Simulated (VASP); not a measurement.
# MgS (e600) (I-4m2) in VASP: further runs

The runs below take MgS (e600) through single point, relaxation of the atoms, with PBEsol.

Everything below comes from runs of VASP 6.6.1. Logs are shortened: lines on timing, memory, paths and dates and some standing lists are left out, and cuts for length are marked.

### 1 The cell of the first run

It takes space group I-4m2 (No. 119, tetragonal). The conventional cell has a = 4.036 Å, b = 4.036 Å, c = 5.596 Å, α = 90.00°, β = 90.00°, γ = 90.00°. Within 3.2 Å of Mg (site symmetry -4m2) lie 4 S at 2.46 Å. Within 3.2 Å of S (site symmetry -4m2) lie 4 Mg at 2.46 Å.

### 2 Single point, PBEsol (strained cell)

INCAR reads:

```
SYSTEM = MgS
  PREC = Accurate
  ENCUT = 600
  EDIFF = 1E-6
  ISMEAR = 0
  SIGMA = 0.02
  LREAL = .FALSE.
  LASPH = .TRUE.
  NELM = 120
  ALGO = Normal
  ISIF = 2
  LWAVE = .FALSE.
  LCHARG = .FALSE.
  GGA = PS
  NBANDS = 11
  GGA_COMPAT = .FALSE.
```

KPOINTS reads:

```
Automatic mesh
0
G
  6 6 6
  0 0 0
```

POSCAR reads:

```
MgS
1.0
    0.0000000000      2.8539585520      2.7979562139
    2.8539585520      0.0000000000      2.7979562139
    2.8539585520      2.8539585520      0.0000000000
Mg S
1 1
Direct
    0.0000000000      0.0000000000      0.0000000000
    0.2500000000      0.2500000000      0.2500000000
```

Potentials or basis: VASP PAW PBE potentials, release 64 (Mg, S).

Launch:

```
$ cat potpaw_PBE.64/Mg/POTCAR potpaw_PBE.64/S/POTCAR > POTCAR
$ mpirun -np 1 vasp_std > vasp.out
```

OUTCAR:

```text
SYSTEM = MgS
   PREC = Accurate
   ENCUT = 600
   EDIFF = 1E-6
   ISMEAR = 0
   LREAL = .FALSE.
   LASPH = .TRUE.
   NELM = 120
   ISIF = 2
   GGA = PS

 ion  position               nearest neighbor table
   1  0.000  0.000  0.000-   2 2.46   2 2.46   2 2.46   2 2.46
   2  0.250  0.250  0.250-   1 2.46   1 2.46   1 2.46   1 2.46

  LATTYP: Found a body centered tetragonal cell.
 ALAT       =     4.0361068907
 C/A-ratio  =     1.3864628909

  Lattice vectors:

 A1 = (   0.0000000000,  -2.8539585520,  -2.7979562139)
 A2 = (   0.0000000000,   2.8539585520,  -2.7979562139)
 A3 = (   2.8539585520,   0.0000000000,   2.7979562139)

Analysis of symmetry for initial positions (statically):
=====================================================================
 Subroutine PRICEL returns:
 Original cell was already a primitive cell.

 Routine SETGRP: Setting up the symmetry group for a
 body centered tetragonal supercell.

 Subroutine GETGRP returns: Found  8 space group operations
 (whereof  8 operations were pure point group operations)
 out of a pool of 16 trial point group operations.

The static configuration has the point symmetry D_2d.

Analysis of symmetry for dynamics (positions and initial velocities):
=====================================================================
 Subroutine PRICEL returns:
 Original cell was already a primitive cell.

 Routine SETGRP: Setting up the symmetry group for a
 body centered tetragonal supercell.

 Subroutine GETGRP returns: Found  8 space group operations
 (whereof  8 operations were pure point group operations)
 out of a pool of 16 trial point group operations.

The dynamic configuration has the point symmetry D_2d.

 Subroutine INISYM returns: Found  8 space group operations
 (whereof  8 operations are pure point group operations),
 and found     1 'primitive' translations

----------------------------------------------------------------------------------------

                                     Primitive cell

  volume of cell :      45.5792

  direct lattice vectors                    reciprocal lattice vectors
     0.000000000  2.853958552  2.797956214    -0.175195256  0.175195256  0.178701867
     2.853958552  0.000000000  2.797956214     0.175195256 -0.175195256  0.178701867
     2.853958552  2.853958552  0.000000000     0.175195256  0.175195256 -0.178701867

  length of vectors
     3.996703441  3.996703441  4.036106891     0.305485046  0.305485046  0.305485046

  position of ions in fractional coordinates (direct lattice)
     0.000000000  0.000000000  0.000000000
     0.250000000  0.250000000  0.250000000

  ion indices of the primitive-cell ions
   primitive index   ion index
                 1           1
                 2           2

----------------------------------------------------------------------------------------

 KPOINTS: Automatic mesh

Automatic generation of k-mesh.
 Grid dimensions read from file:
 generate k-points for:    6    6    6

 Generating k-lattice:

  Cartesian coordinates                     Fractional coordinates (reciprocal lattice)
    -0.029199209  0.029199209  0.029783645     0.166666667  0.000000000  0.000000000
     0.029199209 -0.029199209  0.029783645     0.000000000  0.166666667  0.000000000
     0.029199209  0.029199209 -0.029783645    -0.000000000 -0.000000000  0.166666667

  Length of vectors
     0.050914174  0.050914174  0.050914174

  Shift w.r.t. Gamma in fractional coordinates (k-lattice)
     0.000000000  0.000000000  0.000000000

 Subroutine IBZKPT returns following result:
 ===========================================

 Found     30 irreducible k-points:

 Following reciprocal coordinates:
            Coordinates               Weight
  0.000000  0.000000  0.000000      1.000000
  0.166667 -0.000000  0.000000      8.000000
  0.333333 -0.000000  0.000000      8.000000
  0.500000  0.000000  0.000000      4.000000
  0.166667  0.166667  0.000000      2.000000
  0.333333  0.166667  0.000000      8.000000
[... 16 lines left out ...]
  0.333333  0.000000  0.333333      4.000000
  0.500000  0.000000  0.333333     16.000000
 [... further k-points ...]
   k-points           NKPTS =     30   k-points in BZ     NKDIM =     30   number of bands    NBANDS=     11
   number of dos      NEDOS =    301   number of ions     NIONS =      2
   total plane-waves  NPLWV =  32768
   dimension x,y,z NGX =    32 NGY =   32 NGZ =   32
   dimension x,y,z NGXF=    64 NGYF=   64 NGZF=   64
   ions per type =               1   1
   NGX,Y,Z   is equivalent  to a cutoff of  13.31, 13.31, 13.18 a.u.
   NGXF,Y,Z  is equivalent  to a cutoff of  26.62, 26.62, 26.36 a.u.
 SYSTEM =  MgS
   PREC   = accura    normal or accurate (medium, high low for compatibility)
   ISTART =      0    job   : 0-new  1-cont  2-samecut
   ICHARG =      2    charge: 1-file 2-atom 10-const
   ISPIN  =      1    spin polarized calculation?
   LNONCOLLINEAR =      F non collinear calculations
   LSORBIT =      F    spin-orbit coupling
   LASPH  =      T    aspherical Exc in radial PAW
   ENCUT  =  600.0 eV  44.10 Ry    6.64 a.u.   7.98  7.98  8.06*2*pi/ulx,y,z
   NELM   =    120;   NELMIN=  2; NELMDL= -5     # of ELM steps
   EDIFF  = 0.1E-05   stopping-criterion for ELM
   LREAL  =      F    real-space projection
   EDIFFG = 0.1E-04   stopping-criterion for IOM
   NSW    =      0    number of steps for IOM
   IBRION =     -1    ionic relax: 0-MD 1-quasi-New 2-CG
   NFREE  =      0    steps in history (QN), initial steepest desc. (CG)
   ISIF   =      2    stress and relaxation
   ISYM   =      2    0-nonsym 1-usesym 2-fastsym
   POTIM  = 0.5000    time-step for ionic-motion
   TEBEG  =    0.0;   TEEND  =   0.0 temperature during run
   PSTRESS=    0.0 pullay stress
   NELECT =       8.0000    total number of electrons
   NUPDOWN=      -1.0000    fix difference up-down
   EMIN   =  10.00;   EMAX   =-10.00  energy-range for DOS
   EFERMI =   0.00;   METHOD = LEGACY
   ISMEAR =     0;   SIGMA  =   0.02  broadening in eV -4-tet -1-fermi 0-gaus
   EFERMI_NEDOS =   21; number of points for ismear=-14 and -15
   IALGO  =     38    algorithm
   IMIX   =      4    mixing-type and parameters
     AMIX     =   0.40;   BMIX     =  1.00
     AMIX_MAG =   1.60;   BMIX_MAG =  1.00
  volume/ion in A,a.u.               =      22.79       153.79
  Fermi-wavevector in a.u.,A,eV,Ry     =   0.916606  1.732134 11.431163  0.840167
  Thomas-Fermi vector in A             =   2.041481
   LORBIT       =      0    0 simple, 1 ext, 2 COOP (PROOUT), +10 PAW based schemes
   GGA     = PS    functional components
   LHFCALC =     F    Hartree Fock is set to
   AEXX    =    0.0000 exact exchange contribution
   IVDW    =     0    specifies the selected vdW correction
   LEPSILON=     F    determine dielectric tensor
   LRPA    =     F    only Hartree local field effects (RPA)
 non-spin polarized calculation
 Gauss-broadening in eV      SIGMA  =   0.02
  energy-cutoff  :      600.00
  volume of cell :       45.58
 maximum number of plane-waves:      1540
   NGX = 15   NGY = 15   NGZ = 17

 number of electron       8.0000000 magnetization

 Free energy of the ion-electron system (eV)
  ---------------------------------------------------
  ext. energy  EPLUGINS =         0.00000000
  ---------------------------------------------------
  free energy    TOTEN  =        -8.91582326 eV

  energy without entropy =       -8.91582326  energy(sigma->0) =       -8.91582326

 E-fermi :   1.1105     XC(G=0):  -8.5595

 val. band max:        1.0076737570   @ k =   0.0000   0.0000   0.0000
 cond. band min:       4.2471687284   @ k =   0.0000   0.0000   0.0000
 fundamental gap:      3.2394949714
 Fermi energy:         1.1105105277

 k-point     1 :       0.0000    0.0000    0.0000
  band No.  band energies     occupation
      1     -10.2795      2.00000
      2       0.9584      2.00000
      3       0.9584      2.00000
      4       1.0077      2.00000
      5       4.2472      0.00000
      6       8.8307      0.00000
      7       8.8307      0.00000
      8       8.8489      0.00000
      9      11.5826      0.00000
     10      11.9066      0.00000
     11      14.4853      0.00000

 k-point     2 :       0.1667   -0.0000    0.0000
  band No.  band energies     occupation
      1     -10.1272      2.00000
      2      -0.1180      2.00000
      3       0.8590      2.00000
      4       0.9096      2.00000
      5       5.2667      0.00000
      6       8.5662      0.00000
      7       9.0582      0.00000
      8       9.1175      0.00000
      9      11.0321      0.00000
     10      11.2273      0.00000
     11      13.5368      0.00000

 k-point     3 :       0.3333   -0.0000    0.0000
  band No.  band energies     occupation
      1      -9.7865      2.00000
      2      -1.5818      2.00000
      3       0.6791      2.00000
      4       0.7611      2.00000
      5       5.9679      0.00000
      6       8.7103      0.00000
      7       8.8590      0.00000
      8       9.0219      0.00000
      9      12.0574      0.00000
     10      12.1119      0.00000
     11      12.9010      0.00000

 k-point     4 :       0.5000    0.0000    0.0000
  band No.  band energies     occupation
      1      -9.5926      2.00000
      2      -2.1939      2.00000
      3       0.5970      2.00000
      4       0.6933      2.00000
      5       5.9478      0.00000
      6       8.4139      0.00000
      7       8.6126      0.00000
      8       9.3782      0.00000
      9      13.6382      0.00000
     10      14.0180      0.00000
     11      14.2078      0.00000
[... 239 lines left out ...]
 k-point    22 :      -0.3333    0.5000    0.1667
  band No.  band energies     occupation
      1      -9.3520      2.00000
      2      -1.5031      2.00000
      3      -0.6491      2.00000
      4      -0.3309      2.00000
      5       5.7413      0.00000
      6       7.6076      0.00000
      7      10.1861      0.00000
      8      10.3462      0.00000
      9      13.3080      0.00000
     10      14.7224      0.00000
     11      14.8618      0.00000

 k-point    23 :       0.3333    0.0000    0.3333
  band No.  band energies     occupation
      1      -9.6340      2.00000
      2      -1.3883      2.00000
      3       0.1788      2.00000
      4       0.1853      2.00000
      5       5.4494      0.00000
      6       6.9789      0.00000
      7      10.0470      0.00000
      8      11.2218      0.00000
      9      11.4842      0.00000
     10      13.6053      0.00000
     11      16.3666      0.00000

 k-point    24 :       0.5000    0.0000    0.3333
  band No.  band energies     occupation
      1      -9.4395      2.00000
      2      -1.6857      2.00000
      3      -0.4062      2.00000
      4       0.1175      2.00000
      5       5.4260      0.00000
      6       7.3165      0.00000
      7      10.2546      0.00000
      8      11.3067      0.00000
      9      12.5738      0.00000
     10      14.4454      0.00000
     11      15.3927      0.00000

 [... further k-points ...]

------------------------ aborting loop because EDIFF is reached ----------------------------------------

  FORCE on cell =-STRESS in cart. coord.  units (eV):
  Direction    XX          YY          ZZ          XY          YZ          ZX
  --------------------------------------------------------------------------------------
  -------------------------------------------------------------------------------------
  Total       -0.2171064     -0.2171064     -0.1112587      0.0000000      0.0000000      0.0000000
  in kB       -7.6316255     -7.6316255     -3.9109143      0.0000000      0.0000000      0.0000000
  external PRESSURE =      -6.3913885 kB  Pullay stress =       0.0000000 kB

 VOLUME and BASIS-vectors are now :
 -----------------------------------------------------------------------------
  energy-cutoff  :      600.00
  volume of cell :       45.58
      direct lattice vectors                 reciprocal lattice vectors
     0.000000000  2.853958552  2.797956214    -0.175195256  0.175195256  0.178701867
     2.853958552  0.000000000  2.797956214     0.175195256 -0.175195256  0.178701867
     2.853958552  2.853958552  0.000000000     0.175195256  0.175195256 -0.178701867

 POSITION                                       TOTAL-FORCE (eV/Angst)
 -----------------------------------------------------------------------------------
      0.00000      0.00000      0.00000        -0.000000     -0.000000      0.000000
      1.42698      1.42698      1.39898         0.000000      0.000000      0.000000
 -----------------------------------------------------------------------------------
    total drift:                               -0.000000     -0.000000      0.000000

  FREE ENERGIE OF THE ION-ELECTRON SYSTEM (eV)
  ---------------------------------------------------
  free  energy   TOTEN  =        -8.9158232636 eV

  energy  without entropy=       -8.9158232636  energy(sigma->0) =       -8.91582326
```

It took 8.9 s on 1 thread of Intel Xeon Platinum 8375C at 2.90GHz (Ice Lake), shared host; peak memory 0.18 GiB.

What came out:

```yaml
Free_energy: -8.9158 eV
Pressure: -0.6 GPa
Band_gap_on_the_k_mesh: 3.24 eV, direct
```

Caveat: the cell differs from its parent crystal (strained cell); the PAW data sets were made with another functional, which shifts forces and pressure a little. A k mesh can miss the band edges.

### 3 Single point, PBEsol (strained cell)

INCAR reads:

```
PREC = Accurate ; ENCUT = 600
EDIFF = 1E-6 ; ISMEAR = 0
SIGMA = 0.02 ; LREAL = False
LASPH = True ; NELM = 120
ALGO = Normal ; ISIF = 2
LWAVE = False ; LCHARG = False
GGA = PS ; NBANDS = 11
GGA_COMPAT = False
```

KPOINTS reads:

```
regular mesh
0
Gamma
  6 6 6
```

POSCAR reads:

```
MgS
1.0
    0.0000000000      2.8539585520      2.7840228496
    2.8539585520      0.0000000000      2.7840228496
    2.8539585520      2.8539585520      0.0000000000
Mg S
1 1
Direct
    0.0000000000      0.0000000000      0.0000000000
    0.2500000000      0.2500000000      0.2500000000
```

Potentials or basis: VASP PAW PBE potentials, release 64 (Mg, S).

Launch:

```
$ cat potpaw_PBE.64/Mg/POTCAR potpaw_PBE.64/S/POTCAR > POTCAR
$ mpirun -np 1 vasp_std > vasp.out
```

It took 11 s on 1 thread of Intel Xeon Platinum 8375C at 2.90GHz (Ice Lake), shared host; peak memory 0.18 GiB.

Results (log left out):

| Quantity | Value |
| --- | --- |
| Free energy | -8.9161 eV |
| Pressure | -0.4 GPa |
| Band gap on the k mesh | 3.25 eV, direct |

Stress tensor (GPa, compression positive):
```
-0.51  0.00  0.00
 0.00 -0.51  0.00
 0.00  0.00 -0.06
```

Levels at points of the mesh, in eV from the valence-band top:
```tsv
k point	band 2	band 3	band 4	band 5	band 6	band 7
(0.00, 0.00, 0.00)	-0.06	-0.06	0.00	3.25	7.83	7.83
(0.50, 0.00, 0.00)	-3.23	-0.43	-0.31	4.95	7.38	7.63
(0.50, 0.50, 0.00)	-2.82	-1.17	-1.17	3.63	5.38	11.18
(0.50, 0.00, 0.50)	-2.93	-1.06	-1.04	3.69	5.57	10.89
```

Caveat: the cell differs from its parent crystal (strained cell); the PAW data sets were made with another functional, which shifts forces and pressure a little. A k mesh can miss the band edges.

### 4 Single point, PBEsol

This run uses another cell than the first one, of 22.68 Å³/atom, 0.995 times its volume.

INCAR reads:

```
SYSTEM = MgS
PREC = Accurate ; ENCUT = 600
EDIFF = 1E-6 ; ISMEAR = 0
SIGMA = 0.01 ; LREAL = .FALSE.
LASPH = .TRUE. ; NELM = 120
ALGO = Normal ; ISIF = 2
LWAVE = .FALSE. ; LCHARG = .TRUE.
GGA = PS ; LELF = .TRUE.
LVHAR = .TRUE. ; NBANDS = 11
GGA_COMPAT = .FALSE.
```

KPOINTS reads:

```
Automatic mesh
0
G
  6 6 6
  0 0 0
```

POSCAR is that of step 3.

Launch:

```
$ cat potpaw_PBE.64/Mg/POTCAR potpaw_PBE.64/S/POTCAR > POTCAR
$ mpirun -np 1 vasp_std > vasp.out
```

Wall time 13 s (1 thread of Intel Xeon Platinum 8375C at 2.90GHz (Ice Lake), shared host); peak memory 0.18 GiB.

Results (log left out):

* Free energy: -8.9161 eV
* Pressure: -0.4 GPa
* Band gap on the k mesh: 3.25 eV, direct

Stress tensor (GPa, compression positive):
```
-0.51  0.00  0.00
 0.00 -0.51  0.00
 0.00  0.00 -0.06
```

Levels at points of the mesh, in eV from the valence-band top:
| k point | band 2 | band 3 | band 4 | band 5 | band 6 | band 7 |
| --- | --- | --- | --- | --- | --- | --- |
| (0.00, 0.00, 0.00) | -0.06 | -0.06 | 0.00 | 3.25 | 7.83 | 7.83 |
| (0.50, 0.00, 0.00) | -3.23 | -0.43 | -0.31 | 4.95 | 7.38 | 7.63 |
| (0.50, 0.50, 0.00) | -2.82 | -1.17 | -1.17 | 3.63 | 5.38 | 11.18 |
| (0.50, 0.00, 0.50) | -2.93 | -1.06 | -1.04 | 3.69 | 5.57 | 10.89 |

Caveat: the PAW data sets were made with another functional, which shifts forces and pressure a little. As with any semilocal functional, this PBEsol gap is likely too small.

### 5 Relaxation of the atoms, PBEsol (strained cell)

INCAR reads:

```
ALGO     = Normal         # electronic algorithm
EDIFF    = 1E-7           # SCF threshold, eV
EDIFFG   = -0.002         # ionic threshold
ENCUT    = 520            # plane-wave cutoff, eV
GGA      = PS             # functional
GGA_COMPAT= False        
IBRION   = 2              # ionic algorithm
ISIF     = 2              # what is computed and relaxed
ISMEAR   = 0              # smearing method
LASPH    = True           # aspherical terms in the spheres
LCHARG   = False          # write CHGCAR
LREAL    = False          # projectors in reciprocal space
LWAVE    = False          # write WAVECAR
NELM     = 120            # most SCF steps
NELMIN   = 4            
NSW      = 60             # ionic steps
PREC     = Accurate       # precision mode
SIGMA    = 0.02           # smearing width, eV
```

KPOINTS reads:

```
k-points
0
Gamma
  6 6 6
```

POSCAR reads:

```
MgS
1.0
    0.0000000000      2.8539585520      2.8087473274
    2.8539585520      0.0000000000      2.8087473274
    2.8539585520      2.8539585520      0.0000000000
Mg S
1 1
Direct
    0.0000000000      0.0000000000      0.0000000000
    0.2500000000      0.2500000000      0.2500000000
```

Launch:

```
$ cat potpaw_PBE.64/Mg/POTCAR potpaw_PBE.64/S/POTCAR > POTCAR
$ mpirun -np 1 vasp_std > vasp.out
```

Run time: 12 s. Hardware: 1 thread of Intel Xeon Platinum 8375C at 2.90GHz (Ice Lake), shared host; peak memory 0.17 GiB.

The run converged. Its results:

```yaml
Free_energy: -8.9148 eV
Pressure_after_relaxing: -0.9 GPa
Band_gap_on_the_k_mesh: 3.23 eV, direct
```

Stress tensor (GPa, compression positive):
```
-0.97  0.00  0.00
 0.00 -0.97  0.00
 0.00  0.00 -0.66
```

Final structure:
```yaml
crystal:
  lattice:
    - [0.00000, 2.85396, 2.80875]
    - [2.85396, 0.00000, 2.80875]
    - [2.85396, 2.85396, 0.00000]
  atoms:
    - { symbol: Mg, position: [0.00000, 0.00000, 0.00000] }
    - { symbol: S, position: [0.25000, 0.25000, 0.25000] }
```

Levels at points of the mesh, in eV from the valence-band top:
| k point | band 2 | band 3 | band 4 | band 5 | band 6 | band 7 |
| --- | --- | --- | --- | --- | --- | --- |
| (0.00, 0.00, 0.00) | -0.04 | -0.04 | 0.00 | 3.23 | 7.82 | 7.82 |
| (0.50, 0.00, 0.00) | -3.18 | -0.39 | -0.32 | 4.94 | 7.43 | 7.58 |
| (0.50, 0.50, 0.00) | -2.81 | -1.12 | -1.12 | 3.67 | 5.43 | 11.04 |
| (0.50, 0.00, 0.50) | -2.88 | -1.04 | -1.04 | 3.70 | 5.55 | 10.86 |

Caveat: the cell differs from its parent crystal (strained cell); the relaxation stopped at its first step, so nothing moved; the PAW data sets were made with another functional, which shifts forces and pressure a little. A k mesh can miss the band edges.

(Continued in part 2 of 2.)
